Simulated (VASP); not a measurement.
**Mn: single point with r2SCAN**

Crystal: Mn.

```
CELL_PARAMETERS angstrom
2.45008 0.00000 0.00000
-1.22504 2.12183 0.00000
0.00000 0.00000 3.97178
ATOMIC_POSITIONS crystal
Mn 0.33333 0.66667 0.25000
Mn 0.66667 0.33333 0.75000
```

This isn't the form of Mn at room conditions, which is a 58-atom cubic cell.

```
Program             : VASP 6.6.1
Task                : single point
Functional          : r2SCAN
Potentials or basis : VASP PAW PBE potentials, release 64 (Mn_pv)
Cutoff              : 520 eV
k mesh              : 12 × 12 × 7
Occupations         : fermi-dirac, width 0.05 eV
Spin                : collinear spin, ferromagnetic start
Starting moments    : [4.0, 4.0] μB
```

| Item | Value |
| --- | --- |
| Pressure | 3.1 GPa |
| Band gap on the k mesh | zero (filled and empty bands overlap) |
| Net moment | 0.00 μB per cell |
| Valence electrons inside the program's atomic spheres | Mn 12.10 |

Stress tensor (GPa, compression positive):
```
2.57 0.00 0.00
0.00 2.57 0.00
0.00 0.00 4.01
```

Levels at points of the mesh, in eV from the Fermi level:
Spin up:
| k point | band 10 | band 11 | band 12 | band 13 | band 14 | band 15 | band 16 | band 17 |
| --- | --- | --- | --- | --- | --- | --- | --- | --- |
| (0.00, 0.00, 0.00) | -1.02 | -1.02 | -0.51 | -0.51 | 0.10 | 0.10 | 0.62 | 1.79 |
| (0.50, 0.00, 0.00) | -1.54 | -1.22 | -1.02 | -0.47 | 2.00 | 2.17 | 2.24 | 3.86 |
Spin down:
| k point | band 9 | band 10 | band 11 | band 12 | band 13 | band 14 | band 15 | band 16 | band 17 | band 18 |
| --- | --- | --- | --- | --- | --- | --- | --- | --- | --- | --- |
| (0.00, 0.00, 0.00) | -1.08 | -1.02 | -1.02 | -0.51 | -0.51 | 0.10 | 0.10 | 0.62 | 1.79 | 1.79 |
| (0.50, 0.00, 0.00) | -4.06 | -1.54 | -1.22 | -1.02 | -0.47 | 2.00 | 2.17 | 2.24 | 3.86 | 6.16 |

It took 2.7 min on 1 thread of AMD EPYC 9R45 96-Core Processor (Zen 5), on a shared host, peak memory 0.15 GiB.

Caveat: the cell stands under pressure; the PAW data sets were made with another functional, which shifts forces and pressure a little.
